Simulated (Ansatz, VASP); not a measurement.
# One calculation of Na, two programs

```xyz
1
Lattice="-2.0283 2.0283 2.0283 2.0283 -2.0283 2.0283 2.0283 2.0283 -2.0283" Properties=species:S:1:pos:R:3 pbc="T T T"
Na    0.0000    0.0000    0.0000
```

Alike in both runs: functional LDA; k mesh 11 × 11 × 11; occupations fermi-dirac, width 0.05 eV; no spin polarisation.

Ansatz relaxed the structure, and its values are those at the end. VASP's run is a single point on that final structure, the one shown.

|  | VASP | Ansatz |
| --- | --- | --- |
| version | VASP 6.6.1 | Ansatz 0.2.0 |
| potentials or method | VASP PAW LDA potentials, release 64 (Na_pv) | PAW with Ansatz's default frozen-core files, scalar-relativistic |
| plane-wave cutoff (eV) | 520 | 420 |
| valence electrons in the cell | 7 | 9 |

VASP gave:

- pressure (GPa): -0.1

Problem. What did Ansatz give for the same quantities?

Solution. Pressure (GPa): 0.0.

LDA's correlation is that of Perdew and Zunger in VASP and of Perdew and Wang (1992) in Ansatz. VASP's potentials hold 7 valence electrons a cell and Ansatz's 9, so a difference there can come from the potentials and not from the codes.
